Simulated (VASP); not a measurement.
# Ni: single point with PBE

The system is Ni.

```
CELL_PARAMETERS angstrom
0.00000 1.79122 1.79122
1.79122 0.00000 1.79122
1.79122 1.79122 0.00000
ATOMIC_POSITIONS crystal
Ni 0.00000 0.00000 0.00000
```

This cell differs from its parent crystal: volume scaled by 1.04.

```json
{"Program": "VASP 6.6.1", "Task": "single point", "Functional": "PBE", "Potentials or basis": "VASP PAW PBE potentials, release 64 (Ni)", "Cutoff": "520 eV", "k mesh": "20 × 20 × 20", "Occupations": "fermi-dirac, width 0.05 eV", "Spin": "collinear spin, ferromagnetic start", "Starting moments": "[1.5] μB", "Dipole correction": "no", "Further INCAR settings": "ALGO = Normal; EDIFF = 1e-06; NBANDS = 15"}
```

| Property | Result |
| --- | --- |
| Pressure | -9.3 GPa |
| Net moment | 0.64 μB per cell |
| Site moments | Ni +0.65 μB |
| Valence electrons inside the program's atomic spheres | Ni 9.22 |

Levels at points of the mesh, in eV from the Fermi level:
Spin up:
```tsv
k point	band 3	band 4	band 5	band 6	band 7	band 8
(0.00, 0.00, 0.00)	-2.31	-2.31	-1.22	-1.22	23.26	26.69
(0.50, 0.00, 0.00)	-2.28	-0.62	-0.62	-0.19	5.28	21.77
(0.50, 0.50, 0.00)	-0.57	-0.51	-0.51	2.42	8.74	14.32
```
Spin down:
```tsv
k point	band 2	band 3	band 4	band 5	band 6	band 7	band 8	band 9
(0.00, 0.00, 0.00)	-1.54	-1.54	-1.54	-0.62	-0.62	23.08	26.67	26.67
(0.50, 0.00, 0.00)	-1.65	-1.65	-0.26	0.14	0.14	5.70	21.62	23.81
(0.50, 0.50, 0.00)	-3.29	0.05	0.37	0.37	2.37	8.98	14.32	14.32
```

It took 58 s on 1 thread of Intel(R) Xeon(R) Platinum 8488C (Sapphire Rapids), on a shared host, peak memory 0.18 GiB.
